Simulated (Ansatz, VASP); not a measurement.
Two plane-wave programs on NaCl

The input INCAR:

```
ALGO = Normal
EDIFF = 1E-7
ENCUT = 520
GGA = PE
ISIF = 2
ISMEAR = 0
LASPH = T
LCHARG = F
LREAL = F
LWAVE = F
NBANDS = 14
NELM = 80
PREC = Accurate
SIGMA = 0.02
```

File KPOINTS:

```
k-points
0
Gamma
  6 6 6
```

Contents of POSCAR:

```
NaCl
1.0
    3.5021900000      0.0000000000      0.0000000000
    0.0000000000      3.5021900000      0.0000000000
    0.0000000000      0.0000000000      3.5021900000
Na Cl
1 1
Direct
    0.0000000000      0.0000000000      0.0000000000
    0.5000000000      0.5128491030      0.5000000000
```

Input for Ansatz:

```yaml
crystal:
  lattice:
    - [3.50219, 0.0, 0.0]
    - [0.0, 3.50219, 0.0]
    - [0.0, 0.0, 3.50219]
  atoms:
    - { symbol: Na, position: [0.0, 0.0, 0.0] }
    - { symbol: Cl, position: [0.5, 0.512849103, 0.5] }
basis:
  ecutwfc: 420
kpoints:
  mp_grid: { grid: [6, 6, 6] }
hamiltonian:
  xc: pbe
scf:
  occupations: { method: gaussian, width: 0.02 }
output:
  forces: true
  stress: true
  eigenvalues: true
  populations: true
```

Change from the starting cell: one atom moved.

Alike in both runs: task single point; functional PBE; k mesh 6 × 6 × 6; occupations gaussian, width 0.02 eV; no spin polarisation.

```csv
,VASP,Ansatz
version,VASP 6.6.1,Ansatz 0.2.0
potentials or method,"VASP PAW PBE potentials, release 64 (Na_pv, Cl), cutoff 520 eV","scalar-relativistic, plane waves, PAW"
valence electrons in the cell,14,16
```

```csv
,VASP,Ansatz,Ansatz less VASP
gap on the k mesh at the Fermi level (eV),3.98,3.98,0.000
least direct gap on the mesh (eV),4.47,4.47,0.000
pressure (GPa),0.1,0.1,+0.05
rms of the force components (eV/Å),0.009,0.009,-0.0002
```

Atom by atom the forces differ by 0.000 eV/Å (rms over components). With one functional, cell and mesh, what is left measures potentials, basis and numerics. VASP's potentials hold 14 valence electrons a cell and Ansatz's 16, so a difference there can come from the potentials and not from the codes.
